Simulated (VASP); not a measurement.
# AlN (F-43m) in VASP: a series of runs

AlN is run at these levels: PBE; tasks: single point.

Everything below comes from runs of VASP 6.6.1. Logs are shortened: lines on timing, memory, paths and dates and some standing lists are left out, and cuts for length are marked.

### Step 1. The cell of the first run

It takes space group F-43m (No. 216, cubic). The conventional cell has a = 4.329 Å, b = 4.329 Å, c = 4.329 Å, α = 90.00°, β = 90.00°, γ = 90.00°. Within 2.5 Å of Al (site symmetry -43m) lie 4 N at 1.87 Å. Within 2.5 Å of N (site symmetry -43m) lie 4 Al at 1.87 Å.

### Step 2. Single point, PBE

The input, INCAR:

```
SYSTEM = AlN
ALGO     = Normal         ! electronic algorithm
EDIFF    = 1E-7           ! SCF threshold, eV
ENCUT    = 520            ! plane-wave cutoff, eV
GGA      = PE             ! functional
ISIF     = 2              ! what is computed and relaxed
ISMEAR   = 0              ! smearing method
LASPH    = .TRUE.         ! aspherical terms in the spheres
LCHARG   = .FALSE.        ! write CHGCAR
LREAL    = .FALSE.        ! projectors in reciprocal space
LWAVE    = .FALSE.        ! write WAVECAR
NBANDS   = 11             ! bands
NELM     = 100            ! most SCF steps
PREC     = Accurate       ! precision mode
SIGMA    = 0.05           ! smearing width, eV
```

The input, KPOINTS:

```
k-points
0
G
  10 10 10
  0 0 0
```

The input, POSCAR:

```
AlN
1.0
    0.0000000000      2.1644978747      2.1644978747
    2.1644978747      0.0000000000      2.1644978747
    2.1644978747      2.1644978747      0.0000000000
Al N
1 1
Direct
    0.0000000000      0.0000000000      0.0000000000
    0.7500000000      0.7500000000      0.7500000000
```

Potentials or basis: VASP PAW PBE potentials, release 64 (Al, N).

Run with:

```bash
> cat potpaw_PBE.64/Al/POTCAR potpaw_PBE.64/N/POTCAR > POTCAR
> mpirun -np 1 vasp_std > vasp.out
```

OUTCAR:

```text
SYSTEM = AlN
   EDIFF = 1E-7
   ENCUT = 520
   GGA = PE
   ISIF = 2
   ISMEAR = 0
   LASPH = .TRUE.
   LREAL = .FALSE.
   NELM = 100
   PREC = Accurate

 ion  position               nearest neighbor table
   1  0.000  0.000  0.000-   2 1.87   2 1.87   2 1.87   2 1.87
   2  0.750  0.750  0.750-   1 1.87   1 1.87   1 1.87   1 1.87

  LATTYP: Found a face centered cubic cell.
 ALAT       =     4.3289957494

  Lattice vectors:

 A1 = (   0.0000000000,   2.1644978747,   2.1644978747)
 A2 = (   2.1644978747,   0.0000000000,   2.1644978747)
 A3 = (   2.1644978747,   2.1644978747,   0.0000000000)

Analysis of symmetry for initial positions (statically):
=====================================================================
 Subroutine PRICEL returns:
 Original cell was already a primitive cell.

 Routine SETGRP: Setting up the symmetry group for a
 face centered cubic supercell.

 Subroutine GETGRP returns: Found 24 space group operations
 (whereof 24 operations were pure point group operations)
 out of a pool of 48 trial point group operations.

The static configuration has the point symmetry T_d .

Analysis of symmetry for dynamics (positions and initial velocities):
=====================================================================
 Subroutine PRICEL returns:
 Original cell was already a primitive cell.

 Routine SETGRP: Setting up the symmetry group for a
 face centered cubic supercell.

 Subroutine GETGRP returns: Found 24 space group operations
 (whereof 24 operations were pure point group operations)
 out of a pool of 48 trial point group operations.

The dynamic configuration has the point symmetry T_d .

 Subroutine INISYM returns: Found 24 space group operations
 (whereof 24 operations are pure point group operations),
 and found     1 'primitive' translations

----------------------------------------------------------------------------------------

                                     Primitive cell

  volume of cell :      20.2816

  direct lattice vectors                    reciprocal lattice vectors
     0.000000000  2.164497875  2.164497875    -0.231000458  0.231000458  0.231000458
     2.164497875  0.000000000  2.164497875     0.231000458 -0.231000458  0.231000458
     2.164497875  2.164497875  0.000000000     0.231000458  0.231000458 -0.231000458

  length of vectors
     3.061062250  3.061062250  3.061062250     0.400104530  0.400104530  0.400104530

  position of ions in fractional coordinates (direct lattice)
     0.000000000  0.000000000  0.000000000
     0.750000000  0.750000000  0.750000000

  ion indices of the primitive-cell ions
   primitive index   ion index
                 1           1
                 2           2

----------------------------------------------------------------------------------------

 KPOINTS: k-points

Automatic generation of k-mesh.
 Grid dimensions read from file:
 generate k-points for:   10   10   10

 Generating k-lattice:

  Cartesian coordinates                     Fractional coordinates (reciprocal lattice)
    -0.023100046  0.023100046  0.023100046     0.100000000  0.000000000  0.000000000
     0.023100046 -0.023100046  0.023100046     0.000000000  0.100000000  0.000000000
     0.023100046  0.023100046 -0.023100046     0.000000000  0.000000000  0.100000000

  Length of vectors
     0.040010453  0.040010453  0.040010453

  Shift w.r.t. Gamma in fractional coordinates (k-lattice)
     0.000000000  0.000000000  0.000000000

 Subroutine IBZKPT returns following result:
 ===========================================

 Found     47 irreducible k-points:

 Following reciprocal coordinates:
            Coordinates               Weight
  0.000000  0.000000  0.000000      1.000000
  0.100000  0.000000  0.000000      8.000000
  0.200000  0.000000  0.000000      8.000000
  0.300000  0.000000  0.000000      8.000000
  0.400000  0.000000  0.000000      8.000000
  0.500000  0.000000  0.000000      4.000000
[... 16 lines left out ...]
  0.300000  0.300000  0.000000      6.000000
  0.400000  0.300000  0.000000     24.000000
 [... further k-points ...]
   k-points           NKPTS =     47   k-points in BZ     NKDIM =     47   number of bands    NBANDS=     11
   number of dos      NEDOS =    301   number of ions     NIONS =      2
   total plane-waves  NPLWV =  13824
   dimension x,y,z NGX =    24 NGY =   24 NGZ =   24
   dimension x,y,z NGXF=    48 NGYF=   48 NGZF=   48
   ions per type =               1   1
   NGX,Y,Z   is equivalent  to a cutoff of  13.03, 13.03, 13.03 a.u.
   NGXF,Y,Z  is equivalent  to a cutoff of  26.07, 26.07, 26.07 a.u.
 SYSTEM =  AlN
   PREC   = accura    normal or accurate (medium, high low for compatibility)
   ISTART =      0    job   : 0-new  1-cont  2-samecut
   ICHARG =      2    charge: 1-file 2-atom 10-const
   ISPIN  =      1    spin polarized calculation?
   LNONCOLLINEAR =      F non collinear calculations
   LSORBIT =      F    spin-orbit coupling
   LASPH  =      T    aspherical Exc in radial PAW
   ENCUT  =  520.0 eV  38.22 Ry    6.18 a.u.   5.69  5.69  5.69*2*pi/ulx,y,z
   NELM   =    100;   NELMIN=  2; NELMDL= -5     # of ELM steps
   EDIFF  = 0.1E-06   stopping-criterion for ELM
   LREAL  =      F    real-space projection
   EDIFFG = 0.1E-05   stopping-criterion for IOM
   NSW    =      0    number of steps for IOM
   IBRION =     -1    ionic relax: 0-MD 1-quasi-New 2-CG
   NFREE  =      0    steps in history (QN), initial steepest desc. (CG)
   ISIF   =      2    stress and relaxation
   ISYM   =      2    0-nonsym 1-usesym 2-fastsym
   POTIM  = 0.5000    time-step for ionic-motion
   TEBEG  =    0.0;   TEEND  =   0.0 temperature during run
   PSTRESS=    0.0 pullay stress
   NELECT =       8.0000    total number of electrons
   NUPDOWN=      -1.0000    fix difference up-down
   EMIN   =  10.00;   EMAX   =-10.00  energy-range for DOS
   EFERMI =   0.00;   METHOD = LEGACY
   ISMEAR =     0;   SIGMA  =   0.05  broadening in eV -4-tet -1-fermi 0-gaus
   EFERMI_NEDOS =   21; number of points for ismear=-14 and -15
   IALGO  =     38    algorithm
   IMIX   =      4    mixing-type and parameters
     AMIX     =   0.40;   BMIX     =  1.00
     AMIX_MAG =   1.60;   BMIX_MAG =  1.00
  volume/ion in A,a.u.               =      10.14        68.43
  Fermi-wavevector in a.u.,A,eV,Ry     =   1.200617  2.268836 19.612528  1.441480
  Thomas-Fermi vector in A             =   2.336448
   LORBIT       =      0    0 simple, 1 ext, 2 COOP (PROOUT), +10 PAW based schemes
   GGA     = PE    functional components
   LHFCALC =     F    Hartree Fock is set to
   AEXX    =    0.0000 exact exchange contribution
   IVDW    =     0    specifies the selected vdW correction
   LEPSILON=     F    determine dielectric tensor
   LRPA    =     F    only Hartree local field effects (RPA)
 non-spin polarized calculation
 Gauss-broadening in eV      SIGMA  =   0.05
  energy-cutoff  :      520.00
  volume of cell :       20.28
 maximum number of plane-waves:       568
   NGX = 11   NGY = 11   NGZ = 11

 number of electron       7.9999999 magnetization

 Free energy of the ion-electron system (eV)
  ---------------------------------------------------
  ext. energy  EPLUGINS =         0.00000000
  ---------------------------------------------------
  free energy    TOTEN  =       -14.81414139 eV

  energy without entropy =      -14.81414139  energy(sigma->0) =      -14.81414139

 E-fermi :   6.4657     XC(G=0): -11.0516

 val. band max:        6.2266678619   @ k =   0.0000   0.0000   0.0000
 cond. band min:       9.5578672277   @ k =   0.5000   0.5000   0.0000
 fundamental gap:      3.3311993658
 Fermi energy:         6.4656973422

 k-point     1 :       0.0000    0.0000    0.0000
  band No.  band energies     occupation
      1      -8.9117      2.00000
      2       6.2267      2.00000
      3       6.2267      2.00000
      4       6.2267      2.00000
      5      10.6631      0.00000
      6      19.0560      0.00000
      7      19.0560      0.00000
      8      19.0560      0.00000
      9      24.1325      0.00000
     10      24.1325      0.00000
     11      25.5881      0.00000

 k-point     2 :       0.1000    0.0000    0.0000
  band No.  band energies     occupation
      1      -8.7605      2.00000
      2       5.4150      2.00000
      3       6.1748      2.00000
      4       6.1748      2.00000
      5      11.3165      0.00000
      6      18.6658      0.00000
      7      19.1930      0.00000
      8      19.1930      0.00000
      9      22.8555      0.00000
     10      22.8555      0.00000
     11      24.7873      0.00000

 k-point     3 :       0.2000    0.0000    0.0000
  band No.  band energies     occupation
      1      -8.3301      2.00000
      2       3.7883      2.00000
      3       6.0455      2.00000
      4       6.0455      2.00000
      5      12.4398      0.00000
      6      17.8545      0.00000
      7      19.0989      0.00000
      8      19.0989      0.00000
      9      22.3360      0.00000
     10      22.3360      0.00000
     11      23.9261      0.00000

 k-point     4 :       0.3000    0.0000    0.0000
  band No.  band energies     occupation
      1      -7.7025      2.00000
      2       2.1066      2.00000
      3       5.8972      2.00000
      4       5.8972      2.00000
      5      13.2850      0.00000
      6      17.0707      0.00000
      7      18.3914      0.00000
      8      18.3914      0.00000
      9      23.4507      0.00000
     10      23.4507      0.00000
     11      23.7726      0.00000

 k-point     5 :       0.4000    0.0000    0.0000
  band No.  band energies     occupation
      1      -7.0711      2.00000
      2       0.7856      2.00000
      3       5.7854      2.00000
      4       5.7854      2.00000
      5      13.7217      0.00000
      6      16.4979      0.00000
      7      17.7694      0.00000
      8      17.7694      0.00000
      9      24.2356      0.00000
     10      25.3384      0.00000
     11      25.3384      0.00000
[... 211 lines left out ...]
 k-point    21 :      -0.3000    0.2000    0.0000
  band No.  band energies     occupation
      1      -6.9117      2.00000
      2       1.5495      2.00000
      3       3.9976      2.00000
      4       5.7050      2.00000
      5      14.2404      0.00000
      6      15.5344      0.00000
      7      18.2951      0.00000
      8      18.7284      0.00000
      9      22.8936      0.00000
     10      25.3203      0.00000
     11      27.8863      0.00000

 k-point    22 :      -0.2000    0.2000    0.0000
  band No.  band energies     occupation
      1      -7.4964      2.00000
      2       2.4202      2.00000
      3       4.5079      2.00000
      4       5.9738      2.00000
      5      13.9915      0.00000
      6      16.3916      0.00000
      7      17.8877      0.00000
      8      18.9278      0.00000
      9      21.4381      0.00000
     10      25.0199      0.00000
     11      27.9077      0.00000

 k-point    23 :       0.3000    0.3000    0.0000
  band No.  band energies     occupation
      1      -7.3132      2.00000
      2       2.6765      2.00000
      3       4.9677      2.00000
      4       4.9677      2.00000
      5      11.6432      0.00000
      6      16.1150      0.00000
      7      18.4089      0.00000
      8      21.0396      0.00000
      9      21.0396      0.00000
     10      26.8816      0.00000
     11      30.4688      0.00000

 k-point    24 :       0.4000    0.3000    0.0000
  band No.  band energies     occupation
      1      -6.8307      2.00000
      2       2.0231      2.00000
      3       4.4972      2.00000
      4       4.8020      2.00000
      5      11.2024      0.00000
      6      15.9420      0.00000
      7      18.8090      0.00000
      8      21.1142      0.00000
      9      21.6460      0.00000
     10      27.8526      0.00000
     11      30.2562      0.00000

 [... further k-points ...]

------------------------ aborting loop because EDIFF is reached ----------------------------------------

  FORCE on cell =-STRESS in cart. coord.  units (eV):
  Direction    XX          YY          ZZ          XY          YZ          ZX
  --------------------------------------------------------------------------------------
  -------------------------------------------------------------------------------------
  Total        1.3401415      1.3401415      1.3401415     -0.0000000      0.0000000      0.0000000
  in kB      105.8667923    105.8667923    105.8667923     -0.0000000      0.0000000      0.0000000
  external PRESSURE =     105.8667923 kB  Pullay stress =       0.0000000 kB

 VOLUME and BASIS-vectors are now :
 -----------------------------------------------------------------------------
  energy-cutoff  :      520.00
  volume of cell :       20.28
      direct lattice vectors                 reciprocal lattice vectors
     0.000000000  2.164497875  2.164497875    -0.231000458  0.231000458  0.231000458
     2.164497875  0.000000000  2.164497875     0.231000458 -0.231000458  0.231000458
     2.164497875  2.164497875  0.000000000     0.231000458  0.231000458 -0.231000458

 POSITION                                       TOTAL-FORCE (eV/Angst)
 -----------------------------------------------------------------------------------
      0.00000      0.00000      0.00000         0.000000      0.000000      0.000000
      3.24675      3.24675      3.24675        -0.000000     -0.000000     -0.000000
 -----------------------------------------------------------------------------------
    total drift:                               -0.000000     -0.000000     -0.000000

  FREE ENERGIE OF THE ION-ELECTRON SYSTEM (eV)
  ---------------------------------------------------
  free  energy   TOTEN  =       -14.8141413863 eV

  energy  without entropy=      -14.8141413863  energy(sigma->0) =      -14.81414139
```

Run time: 5.9 s. Hardware: 1 thread of AMD EPYC 9R45 (Zen 5), shared host; peak memory 0.11 GiB.

What came out:

* Free energy: -14.8141 eV
* Pressure: 10.6 GPa
* Band gap on the k mesh: 3.33 eV, indirect (least direct gap 4.44 eV)

### Step 3. Single point, PBE

This run uses another cell than the first one, of 10.93 Å³/atom, 1.078 times its volume.

The input, INCAR:

```
SYSTEM = AlN
ALGO = Normal
EDIFF = 1E-7
ENCUT = 520
GGA = PE
ISIF = 2
ISMEAR = 0
LASPH = .TRUE.
LCHARG = .FALSE.
LREAL = .FALSE.
LWAVE = .FALSE.
NBANDS = 11
NELM = 100
PREC = Accurate
SIGMA = 0.05
```

KPOINTS is that of step 2.

The input, POSCAR:

```
AlN
1.0
    0.0000000000      2.2195293472      2.2195293472
    2.2195293472      0.0000000000      2.2195293472
    2.2195293472      2.2195293472      0.0000000000
Al N
1 1
Direct
    0.0000000000      0.0000000000      0.0000000000
    0.7500000000      0.7500000000      0.7500000000
```

Potentials or basis: VASP PAW PBE potentials, release 64 (Al, N).

Run with:

```bash
> cat potpaw_PBE.64/Al/POTCAR potpaw_PBE.64/N/POTCAR > POTCAR
> mpirun -np 1 vasp_std > vasp.out
```

Run time: 6.3 s. Hardware: 1 thread of AMD EPYC 9R45 (Zen 5), shared host; peak memory 0.1 GiB.

Results (log left out):

```
Free energy            : -14.8393 eV
Pressure               : -4.7 GPa
Band gap on the k mesh : 3.29 eV, indirect (least direct gap 3.77 eV)
```

Levels at points of the mesh, in eV from the valence-band top:
```tsv
k point	band 1	band 2	band 3	band 4	band 5	band 6	band 7	band 8	band 9
(0.00, 0.00, 0.00)	-14.71	0.00	0.00	0.00	3.77	12.09	12.09	12.09	17.30
(0.50, 0.00, 0.00)	-12.80	-5.65	-0.47	-0.47	6.94	9.54	10.84	10.84	17.36
(0.50, 0.50, 0.00)	-12.21	-4.76	-1.72	-1.72	3.29	8.32	13.32	15.14	15.14
```

A k mesh can miss the band edges. PBE gaps usually lie below the measured ones, often by a third to a half.

### Step 4. Single point, PBE

This run uses another cell than the first one, of 11.21 Å³/atom, 1.105 times its volume.

The input, INCAR:

```
PREC = Accurate
ENCUT = 520
EDIFF = 1E-6
ISMEAR = 0
SIGMA = 0.05
LREAL = F
LASPH = T
NELM = 100
ALGO = Normal
ISIF = 2
LWAVE = F
LCHARG = F
GGA = PE
NBANDS = 11
```

The input, KPOINTS:

```
Automatic mesh
0
Gamma
  10 10 10
```

The input, POSCAR:

```
AlN
1.0
    0.0000000000      2.2380199219      2.2380199219
    2.2380199219      0.0000000000      2.2380199219
    2.2380199219      2.2380199219      0.0000000000
Al N
1 1
Direct
    0.0000000000      0.0000000000      0.0000000000
    0.7500000000      0.7500000000      0.7500000000
```

Run with:

```bash
> cat potpaw_PBE.64/Al/POTCAR potpaw_PBE.64/N/POTCAR > POTCAR
> mpirun -np 1 vasp_std > vasp.out
```

Wall time 5.9 s (1 thread of AMD EPYC 9R45 (Zen 5), shared host); peak memory 0.11 GiB.

Results (log left out):

```yaml
Free_energy: -14.8160 eV
Pressure: -8.9 GPa
Band_gap_on_the_k_mesh: 3.28 eV, indirect (least direct gap 3.56 eV)
```

Levels at points of the mesh, in eV from the valence-band top:
| k point | band 1 | band 2 | band 3 | band 4 | band 5 | band 6 | band 7 | band 8 | band 9 |
| --- | --- | --- | --- | --- | --- | --- | --- | --- | --- |
| (0.00, 0.00, 0.00) | -14.57 | 0.00 | 0.00 | 0.00 | 3.56 | 11.85 | 11.85 | 11.85 | 17.11 |
| (0.50, 0.00, 0.00) | -12.73 | -5.55 | -0.47 | -0.47 | 6.72 | 9.37 | 10.69 | 10.69 | 17.05 |
| (0.50, 0.50, 0.00) | -12.16 | -4.69 | -1.70 | -1.70 | 3.28 | 8.17 | 13.01 | 14.84 | 14.84 |

### Step 5. The runs side by side

```csv
cell,gap on the mesh (eV),pressure (GPa)
"a = 3.061 Å, angles 60.0°, 2 atoms",3.33,10.6
"a = 3.139 Å, angles 60.0°, 2 atoms",3.29,-4.7
"a = 3.165 Å, angles 60.0°, 2 atoms",3.28,-8.9
```

Alike in all rows: task single point; level PBE; potentials or basis VASP PAW PBE potentials, release 64 (Al, N); no spin polarisation; k mesh 10 × 10 × 10; cutoff (eV) 520; smearing gaussian 0.05 eV.

Total energies depend on the potentials used, so only differences within one code and one set of settings carry meaning.
